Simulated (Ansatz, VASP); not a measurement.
# Two plane-wave programs on Rb

The input POSCAR:

```
Rb
1.0
    4.5480067166      0.0000000000      0.0000000000
    0.0000000000      4.5480067166      0.0000000000
    0.0000000000      0.0000000000      4.5480067166
Rb
1
Direct
    0.0000000000      0.0000000000      0.0000000000
```

INCAR.step1

```
PREC = Accurate
ENCUT = 550
ISMEAR = -1
SIGMA = 0.1
LREAL = F
LASPH = T
NELM = 120
GGA = PE
ALGO = Normal
EDIFF = 1E-5
LWAVE = T
LCHARG = F
GGA_COMPAT = F
IBRION = 2
ISIF = 3
EDIFFG = -0.005
NELMIN = 4
NSW = 100
```

File INCAR.step2:

```
PREC = Accurate
ENCUT = 550
EDIFF = 1E-7
ISMEAR = -1
SIGMA = 0.1
LREAL = F
LASPH = T
NELM = 120
ALGO = Normal
ISIF = 3
LWAVE = F
LCHARG = F
METAGGA = R2SCAN
LMIXTAU = T
IBRION = 2
NSW = 80
EDIFFG = -0.01
ISTART = 1
GGA_COMPAT = F
NELMIN = 4
```

Contents of KPOINTS:

```
regular mesh
0
Gamma
  7 7 7
```

Input for Ansatz:

```yaml
crystal:
  lattice:
    - [4.5480067166, 0.0, 0.0]
    - [0.0, 4.5480067166, 0.0]
    - [0.0, 0.0, 4.5480067166]
  atoms:
    - { symbol: Rb, position: [0.0, 0.0, 0.0] }
hamiltonian:
  xc: r2scan
  pseudopotentials:
    kind: paw
    azcp:
      Rb: "pseudopotentials/Rb.paw.azcp"
basis:
  ecutwfc: 500
  fft_grid_basis: typed
kpoints:
  mp_grid: { grid: [7, 7, 7], shift: [0, 0, 0] }
magnetization:
  spin_polarized: false
scf:
  occupations: { method: fermi_dirac, width: 0.1 }
relax:
  max_steps: 60
  f_tol: 0.01
  cell: {}
output:
  write_density: true
  write_potential: true
  elf: true
  volumetric_format: npy
```

Alike in both runs: task relaxation of cell and atoms; functional r2SCAN; k mesh 7 × 7 × 7; occupations fermi-dirac, width 0.1 eV; no spin polarisation.

```csv
,VASP,Ansatz
version,VASP 6.6.1,Ansatz 0.2.0
potentials or method,"VASP PAW PBE potentials, release 64 (Rb_sv), cutoff 550 eV","plane waves (500 eV) with PAW, scalar-relativistic"
valence electrons in the cell,9,9
```

```tsv
	VASP	Ansatz	Ansatz less VASP
relaxed volume (Å³/atom)	99.19	98.73	-0.461
relaxed cell length with the largest relative difference (Å)	4.629	4.622	-0.0072
```

VASP's potentials were made for PBE, not for r2SCAN.
